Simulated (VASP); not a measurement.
# BaTiHO3 (a cell with a defect): single point with PBE

Crystal: BaTiHO3 (a cell with a defect).

```xyz
6
Lattice="3.9998 0.0000 0.0000 0.0000 3.9998 0.0000 0.0000 0.0000 4.0180" Properties=species:S:1:pos:R:3 pbc="T T T"
Ba    0.0000    0.0000    0.0000
Ti    1.9999    1.9999    1.9688
O     1.9999    1.9999    0.0763
O     1.9999    0.0000    2.0773
O     0.0000    1.9999    2.0773
H    -0.2987   -1.0524    2.0167
```

```
Program             : VASP 6.6.1
Task                : single point
Functional          : PBE
Potentials or basis : VASP PAW PBE potentials, release 64 (Ba_sv, Ti_sv, O, H)
Cutoff              : 520 eV
k mesh              : 4 × 4 × 4
Occupations         : fermi-dirac, width 0.1 eV
Spin                : no spin polarisation
```

```yaml
Pressure: 18.5 GPa
Largest_force: 1.609 eV/Å
```

Forces in eV/Å, atoms in the order of the input:
```
Ba   0.316  1.032  0.218
Ti  -1.025 -0.834  0.919
O    0.035  0.040 -0.634
O    0.190 -0.124 -0.280
O    0.528 -0.202 -0.218
H   -0.045  0.088 -0.006
```

Stress tensor (GPa, compression positive):
```
21.57  1.19  0.27
 1.19 14.62  0.19
 0.27  0.19 19.40
```

Levels at points of the mesh, in eV from the Fermi level:
| k point | band 16 | band 17 | band 18 | band 19 | band 20 | band 21 | band 22 | band 23 | band 24 | band 25 |
| --- | --- | --- | --- | --- | --- | --- | --- | --- | --- | --- |
| (0.00, 0.00, 0.00) | -5.08 | -4.65 | -4.10 | -3.80 | -3.70 | -1.20 | -0.71 | -0.53 | -0.44 | 1.15 |
| (0.50, 0.00, 0.00) | -6.02 | -5.89 | -5.39 | -4.08 | -3.95 | -0.20 | 0.50 | 0.79 | 1.56 | 1.94 |
| (0.00, 0.50, 0.00) | -5.41 | -5.30 | -4.99 | -4.85 | -4.37 | -0.44 | 0.91 | 1.17 | 1.60 | 1.81 |
| (0.50, 0.50, 0.00) | -5.98 | -5.05 | -4.75 | -4.25 | -4.12 | 0.81 | 1.12 | 1.22 | 2.40 | 2.96 |
| (0.00, 0.00, 0.50) | -5.31 | -5.17 | -5.05 | -4.90 | -4.61 | -0.80 | 1.09 | 1.26 | 1.76 | 3.00 |
| (0.50, 0.00, 0.50) | -5.89 | -4.97 | -4.59 | -4.30 | -4.26 | 0.48 | 1.29 | 1.43 | 2.45 | 3.68 |
| (0.00, 0.50, 0.50) | -6.71 | -6.28 | -6.05 | -5.93 | -3.40 | 0.94 | 1.12 | 1.61 | 1.94 | 3.02 |
| (0.50, 0.50, 0.50) | -6.68 | -5.61 | -4.61 | -4.09 | -3.30 | 1.32 | 1.57 | 1.70 | 1.91 | 2.71 |

Wall time 64 s on 1 thread of Intel(R) Xeon(R) Platinum 8259CL CPU @ 2.50GHz (Skylake/Cascade Lake), with other jobs on the host, peak memory 0.22 GiB.

Caveat: the k points lie up to 0.39 Å⁻¹ apart; spin-orbit coupling is left out, which moves the levels of the heavy elements; an odd number of electrons without spin polarisation forces a metal; a magnetic or distorted state may lie lower; semilocal functionals often make such compounds metallic where correlation or magnetic order opens a gap, which also shifts bond lengths.
